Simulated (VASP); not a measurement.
# CoSi2 (Fm-3m) in VASP: a series of runs

Runs on CoSi2. Level: r2SCAN. Tasks: single point, relaxation of cell and atoms.

Program: VASP 6.6.1. These are calculated values, not measurements. Logs are shortened: lines on timing, memory, paths and dates and some standing lists are left out, and cuts for length are marked.

**1. The cell of the first run**

It takes space group Fm-3m (No. 225, cubic). The conventional cell has a = 5.315 Å, b = 5.315 Å, c = 5.315 Å, α = 90.00°, β = 90.00°, γ = 90.00°. Co (site symmetry m-3m) has 8 Si at 2.30 Å within 3.0 Å. Si (site symmetry -43m) has 4 Co at 2.30 Å and 6 Si at 2.66 Å within 3.0 Å.

**2. Single point, r2SCAN**

The input, POSCAR:

```
CoSi2
1.0
    0.0000000000      2.6575317913      2.6575317913
    2.6575317913      0.0000000000      2.6575317913
    2.6575317913      2.6575317913      0.0000000000
Co Si
1 2
Direct
    0.0000000000      0.0000000000      0.0000000000
    0.2500000000      0.2500000000      0.2500000000
    0.7500000000      0.7500000000      0.7500000000
```

The input, INCAR.step1:

```
PREC = Accurate ; ENCUT = 520
ISMEAR = 0 ; SIGMA = 0.1
LREAL = F ; LASPH = T
NELM = 100 ; NBANDS = 16
GGA = PE ; ALGO = Normal
EDIFF = 1E-4 ; LWAVE = T
LCHARG = F
```

The input, INCAR.step2:

```
PREC = Accurate ; ENCUT = 520
EDIFF = 1E-6 ; ISMEAR = 0
SIGMA = 0.1 ; LREAL = F
LASPH = T ; NELM = 100
ALGO = Normal ; ISIF = 2
LWAVE = F ; LCHARG = F
METAGGA = R2SCAN ; LMIXTAU = T
NBANDS = 16 ; ISTART = 1
```

The input, KPOINTS:

```
Automatic mesh
0
Gamma
  14 14 14
```

Potentials or basis: VASP PAW PBE potentials, release 64 (Co, Si).

Run with:

```sh
cat potpaw_PBE.64/Co/POTCAR potpaw_PBE.64/Si/POTCAR > POTCAR
cp INCAR.step1 INCAR
mpirun -np 1 vasp_std > vasp.out
cp INCAR.step2 INCAR
mpirun -np 1 vasp_std > vasp.out
```

OUTCAR:

```text
PREC = Accurate
   ENCUT = 520
   EDIFF = 1E-6
   ISMEAR = 0
   LREAL = F
   LASPH = T
   NELM = 100
   ISIF = 2
   METAGGA = R2SCAN
   ISTART = 1

 ion  position               nearest neighbor table
   1  0.000  0.000  0.000-   3 2.30   3 2.30   3 2.30   2 2.30   2 2.30   2 2.30   3 2.30   2 2.30

   2  0.250  0.250  0.250-   1 2.30   1 2.30   1 2.30   1 2.30   3 2.66   3 2.66   3 2.66   3 2.66
                             3 2.66   3 2.66
   3  0.750  0.750  0.750-   1 2.30   1 2.30   1 2.30   1 2.30   2 2.66   2 2.66   2 2.66   2 2.66
                             2 2.66   2 2.66

  LATTYP: Found a face centered cubic cell.
 ALAT       =     5.3150635826

  Lattice vectors:

 A1 = (   0.0000000000,   2.6575317913,   2.6575317913)
 A2 = (   2.6575317913,   0.0000000000,   2.6575317913)
 A3 = (   2.6575317913,   2.6575317913,   0.0000000000)

Analysis of symmetry for initial positions (statically):
=====================================================================
 Subroutine PRICEL returns:
 Original cell was already a primitive cell.

 Routine SETGRP: Setting up the symmetry group for a
 face centered cubic supercell.

 Subroutine GETGRP returns: Found 48 space group operations
 (whereof 48 operations were pure point group operations)
 out of a pool of 48 trial point group operations.

The static configuration has the point symmetry O_h .

Analysis of symmetry for dynamics (positions and initial velocities):
=====================================================================
 Subroutine PRICEL returns:
 Original cell was already a primitive cell.

 Routine SETGRP: Setting up the symmetry group for a
 face centered cubic supercell.

 Subroutine GETGRP returns: Found 48 space group operations
 (whereof 48 operations were pure point group operations)
 out of a pool of 48 trial point group operations.

The dynamic configuration has the point symmetry O_h .

 Subroutine INISYM returns: Found 48 space group operations
 (whereof 48 operations are pure point group operations),
 and found     1 'primitive' translations

----------------------------------------------------------------------------------------

                                     Primitive cell

  volume of cell :      37.5375

  direct lattice vectors                    reciprocal lattice vectors
     0.000000000  2.657531791  2.657531791    -0.188144504  0.188144504  0.188144504
     2.657531791  0.000000000  2.657531791     0.188144504 -0.188144504  0.188144504
     2.657531791  2.657531791  0.000000000     0.188144504  0.188144504 -0.188144504

  length of vectors
     3.758317502  3.758317502  3.758317502     0.325875840  0.325875840  0.325875840

  position of ions in fractional coordinates (direct lattice)
     0.000000000  0.000000000  0.000000000
     0.250000000  0.250000000  0.250000000
     0.750000000  0.750000000  0.750000000

  ion indices of the primitive-cell ions
   primitive index   ion index
                 1           1
                 2           2
                 3           3

----------------------------------------------------------------------------------------

 KPOINTS: Automatic mesh

Automatic generation of k-mesh.
 Grid dimensions read from file:
 generate k-points for:   14   14   14

 Generating k-lattice:

  Cartesian coordinates                     Fractional coordinates (reciprocal lattice)
    -0.013438893  0.013438893  0.013438893     0.071428571  0.000000000  0.000000000
     0.013438893 -0.013438893  0.013438893     0.000000000  0.071428571  0.000000000
     0.013438893  0.013438893 -0.013438893     0.000000000  0.000000000  0.071428571

  Length of vectors
     0.023276846  0.023276846  0.023276846

  Shift w.r.t. Gamma in fractional coordinates (k-lattice)
     0.000000000  0.000000000  0.000000000

 Subroutine IBZKPT returns following result:
 ===========================================

 Found    104 irreducible k-points:

 Following reciprocal coordinates:
            Coordinates               Weight
  0.000000  0.000000  0.000000      1.000000
  0.071429  0.000000  0.000000      8.000000
  0.142857  0.000000  0.000000      8.000000
  0.214286  0.000000  0.000000      8.000000
  0.285714  0.000000  0.000000      8.000000
  0.357143  0.000000  0.000000      8.000000
[... 16 lines left out ...]
  0.214286  0.142857  0.000000     24.000000
  0.285714  0.142857  0.000000     24.000000
 [... further k-points ...]
   k-points           NKPTS =    104   k-points in BZ     NKDIM =    104   number of bands    NBANDS=     16
   number of dos      NEDOS =    301   number of ions     NIONS =      3
   total plane-waves  NPLWV =  21952
   dimension x,y,z NGX =    28 NGY =   28 NGZ =   28
   dimension x,y,z NGXF=    56 NGYF=   56 NGZF=   56
   ions per type =               1   2
   NGX,Y,Z   is equivalent  to a cutoff of  12.39, 12.39, 12.39 a.u.
   NGXF,Y,Z  is equivalent  to a cutoff of  24.77, 24.77, 24.77 a.u.
 SYSTEM =  unknown system
   PREC   = accura    normal or accurate (medium, high low for compatibility)
   ISTART =      1    job   : 0-new  1-cont  2-samecut
   ICHARG =      0    charge: 1-file 2-atom 10-const
   ISPIN  =      1    spin polarized calculation?
   LNONCOLLINEAR =      F non collinear calculations
   LSORBIT =      F    spin-orbit coupling
   LASPH  =      T    aspherical Exc in radial PAW
   ENCUT  =  520.0 eV  38.22 Ry    6.18 a.u.   6.99  6.99  6.99*2*pi/ulx,y,z
   NELM   =    100;   NELMIN=  2; NELMDL=  0     # of ELM steps
   EDIFF  = 0.1E-05   stopping-criterion for ELM
   LREAL  =      F    real-space projection
   EDIFFG = 0.1E-04   stopping-criterion for IOM
   NSW    =      0    number of steps for IOM
   IBRION =     -1    ionic relax: 0-MD 1-quasi-New 2-CG
   NFREE  =      0    steps in history (QN), initial steepest desc. (CG)
   ISIF   =      2    stress and relaxation
   ISYM   =      2    0-nonsym 1-usesym 2-fastsym
   POTIM  = 0.5000    time-step for ionic-motion
   TEBEG  =    0.0;   TEEND  =   0.0 temperature during run
   PSTRESS=    0.0 pullay stress
   NELECT =      17.0000    total number of electrons
   NUPDOWN=      -1.0000    fix difference up-down
   EMIN   =  10.00;   EMAX   =-10.00  energy-range for DOS
   EFERMI =   0.00;   METHOD = LEGACY
   ISMEAR =     0;   SIGMA  =   0.10  broadening in eV -4-tet -1-fermi 0-gaus
   EFERMI_NEDOS =   21; number of points for ismear=-14 and -15
   IALGO  =     38    algorithm
   IMIX   =      4    mixing-type and parameters
     AMIX     =   0.40;   BMIX     =  1.00
     AMIX_MAG =   1.60;   BMIX_MAG =  1.00
  volume/ion in A,a.u.               =      12.51        84.44
  Fermi-wavevector in a.u.,A,eV,Ry     =   1.257195  2.375754 21.504545  1.580539
  Thomas-Fermi vector in A             =   2.390866
   LORBIT       =      0    0 simple, 1 ext, 2 COOP (PROOUT), +10 PAW based schemes
   METAGGA = R2SCAN    functional components
   LHFCALC =     F    Hartree Fock is set to
   AEXX    =    0.0000 exact exchange contribution
   IVDW    =     0    specifies the selected vdW correction
   LEPSILON=     F    determine dielectric tensor
   LRPA    =     F    only Hartree local field effects (RPA)
 non-spin polarized calculation
 Gauss-broadening in eV      SIGMA  =   0.10
  energy-cutoff  :      520.00
  volume of cell :       37.54
 maximum number of plane-waves:      1026
   NGX = 13   NGY = 13   NGZ = 13

 number of electron      17.0000004 magnetization

 Free energy of the ion-electron system (eV)
  ---------------------------------------------------
  ext. energy  EPLUGINS =         0.00000000
  ---------------------------------------------------
  free energy    TOTEN  =       -32.01137121 eV

  energy without entropy =      -32.00655159  energy(sigma->0) =      -32.00896140

 E-fermi :  10.3198     XC(G=0): -12.6573

 val. band max:       10.3178510518   @ k =  -0.2857   0.2143   0.0714
 cond. band min:      10.3299516917   @ k =   0.3571   0.0714   0.0000
 fundamental gap:      0.0121006399
 Fermi energy:        10.3197563663

 k-point     1 :       0.0000    0.0000    0.0000
  band No.  band energies     occupation
      1      -3.6599      2.00000
      2       5.9467      2.00000
      3       5.9467      2.00000
      4       5.9467      2.00000
      5       8.2163      2.00000
      6       8.2163      2.00000
[... 8 lines left out ...]
     15      16.5658      0.00000
     16      16.5658      0.00000

 k-point     2 :       0.0714    0.0000    0.0000
  band No.  band energies     occupation
      1      -3.5768      2.00000
      2       5.7552      2.00000
      3       5.9767      2.00000
      4       5.9767      2.00000
      5       8.1915      2.00000
      6       8.1915      2.00000
[... 8 lines left out ...]
     15      16.2263      0.00000
     16      16.4216      0.00000

 k-point     3 :       0.1429    0.0000    0.0000
  band No.  band energies     occupation
      1      -3.3285      2.00000
      2       5.2206      2.00000
      3       6.0614      2.00000
      4       6.0614      2.00000
      5       8.1322      2.00000
      6       8.1322      2.00000
[... 8 lines left out ...]
     15      16.0713      0.00000
     16      16.7325      0.00000

 k-point     4 :       0.2143    0.0000    0.0000
  band No.  band energies     occupation
      1      -2.9185      2.00000
      2       4.4228      2.00000
      3       6.1828      2.00000
      4       6.1828      2.00000
      5       8.0799      2.00000
      6       8.0799      2.00000
[... 8 lines left out ...]
     15      16.8929      0.00000
     16      17.9224      0.00000
[... 324 lines left out ...]
 k-point    22 :       0.1429    0.1429    0.0000
  band No.  band energies     occupation
      1      -3.2180      2.00000
      2       5.3364      2.00000
      3       5.9649      2.00000
      4       5.9649      2.00000
      5       7.7928      2.00000
      6       8.3291      2.00000
[... 8 lines left out ...]
     15      17.2567      0.00000
     16      17.2567      0.00000

 k-point    23 :       0.2143    0.1429    0.0000
  band No.  band energies     occupation
      1      -2.9170      2.00000
      2       4.8877      2.00000
      3       6.0030      2.00000
      4       6.0519      2.00000
      5       7.5586      2.00000
      6       8.3713      2.00000
[... 8 lines left out ...]
     15      18.1430      0.00000
     16      18.2907      0.00000

 k-point    24 :       0.2857    0.1429    0.0000
  band No.  band energies     occupation
      1      -2.4574      2.00000
      2       4.1516      2.00000
      3       6.0843      2.00000
      4       6.1793      2.00000
      5       7.3520      2.00000
      6       8.4162      2.00000
[... 8 lines left out ...]
     15      19.2119      0.00000
     16      19.5648      0.00000

 [... further k-points ...]

------------------------ aborting loop because EDIFF is reached ----------------------------------------

  FORCE on cell =-STRESS in cart. coord.  units (eV):
  Direction    XX          YY          ZZ          XY          YZ          ZX
  --------------------------------------------------------------------------------------
  -------------------------------------------------------------------------------------
  Total       -0.0219460     -0.0219460     -0.0219460     -0.0000000      0.0000000     -0.0000000
  in kB       -0.9367002     -0.9367002     -0.9367002     -0.0000000      0.0000000     -0.0000000
  external PRESSURE =      -0.9367002 kB  Pullay stress =       0.0000000 kB

 VOLUME and BASIS-vectors are now :
 -----------------------------------------------------------------------------
  energy-cutoff  :      520.00
  volume of cell :       37.54
      direct lattice vectors                 reciprocal lattice vectors
     0.000000000  2.657531791  2.657531791    -0.188144504  0.188144504  0.188144504
     2.657531791  0.000000000  2.657531791     0.188144504 -0.188144504  0.188144504
     2.657531791  2.657531791  0.000000000     0.188144504  0.188144504 -0.188144504

 POSITION                                       TOTAL-FORCE (eV/Angst)
 -----------------------------------------------------------------------------------
      0.00000      0.00000      0.00000         0.000000      0.000000      0.000000
      1.32877      1.32877      1.32877         0.000000      0.000000      0.000000
      3.98630      3.98630      3.98630        -0.000000     -0.000000     -0.000000
 -----------------------------------------------------------------------------------
    total drift:                               -0.000000     -0.000000      0.000000

  FREE ENERGIE OF THE ION-ELECTRON SYSTEM (eV)
  ---------------------------------------------------
  free  energy   TOTEN  =       -32.0113712087 eV

  energy  without entropy=      -32.0065515914  energy(sigma->0) =      -32.00896140
```

Run time: 3 min. Hardware: 1 thread of Intel Xeon 6975P-C (Granite Rapids), shared host; peak memory 0.19 GiB.

Results:

```yaml
Free_energy: -32.0114 eV
Pressure: -0.1 GPa
Band_gap_on_the_k_mesh: zero (an odd number of electrons rules out a gap without spin polarisation)
```

Caveat: the PAW data sets were made with another functional, which shifts forces and pressure a little; the run has no spin polarisation, though such a crystal can be magnetic.

[end of part 1 of 2]
